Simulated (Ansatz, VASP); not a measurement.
# Si: VASP beside Ansatz

INCAR

```
SYSTEM = Si
  ALGO = Normal
  EDIFF = 1E-6
  ENCUT = 520
  GGA = PE
  ISIF = 2
  ISMEAR = -1
  LASPH = .True.
  LCHARG = .False.
  LREAL = .False.
  LWAVE = .False.
  NBANDS = 16
  NELM = 80
  PREC = Accurate
  SIGMA = 0.02
```

Contents of KPOINTS:

```
k-points
0
Gamma
  12 12 4
  0 0 0
```

POSCAR

```
Si
1.0
    3.8321295590      0.0000000000      0.0000000000
   -1.9160647795      3.3187215487      0.0000000000
    0.0000000000      0.0000000000      6.3412168605
Si
4
Direct
    0.3333333333      0.6666666667      0.0005609409
    0.6666666667      0.3333333333      0.5005609409
    0.3333333333      0.6666666667      0.3744390591
    0.6666666667      0.3333333333      0.8744390591
```

Input for Ansatz:

```yaml
crystal:
  lattice:
    - [3.832129559, 0.0, 0.0]
    - [-1.9160647795, 3.3187215487, 0.0]
    - [0.0, 0.0, 6.3412168605]
  atoms:
    - { symbol: Si, position: [0.3333333333, 0.6666666667, 0.0005609409] }
    - { symbol: Si, position: [0.6666666667, 0.3333333333, 0.5005609409] }
    - { symbol: Si, position: [0.3333333333, 0.6666666667, 0.3744390591] }
    - { symbol: Si, position: [0.6666666667, 0.3333333333, 0.8744390591] }
kpoints:
  mp_grid: { grid: [12, 12, 4] }
  band_path:
    path:
      - [0.0, 0.0, 0.0]
      - [0.5, 0.0, 0.0]
      - [0.3333333333, 0.3333333333, 0.0]
      - [0.0, 0.0, 0.5]
      - [0.5, 0.0, 0.5]
      - [0.3333333333, 0.3333333333, 0.5]
      - [0.0, 0.5, 0.0]
    npoints: 1
hamiltonian:
  xc: pbe
scf:
  occupations: { method: fermi_dirac, width: 0.02 }
  n_extra_bands: 5
output:
  forces: true
  stress: true
  eigenvalues: true
```

Alike in both runs: task single point; functional PBE; k mesh 12 × 12 × 4; occupations fermi-dirac, width 0.02 eV; no spin polarisation.

|  | VASP | Ansatz |
| --- | --- | --- |
| version | VASP 6.6.1 | Ansatz 0.2.0 |
| potentials or method | VASP PAW PBE potentials, release 64 (Si) | plane waves, PAW |
| plane-wave cutoff (eV) | 520 | 420 |
| valence electrons in the cell | 16 | 16 |

```tsv
	VASP	Ansatz	Ansatz less VASP
pressure (GPa)	1.2	1.3	+0.08
traceless stress, the component that is largest in VASP (GPa)	-0.13	-0.12	+0.006
```
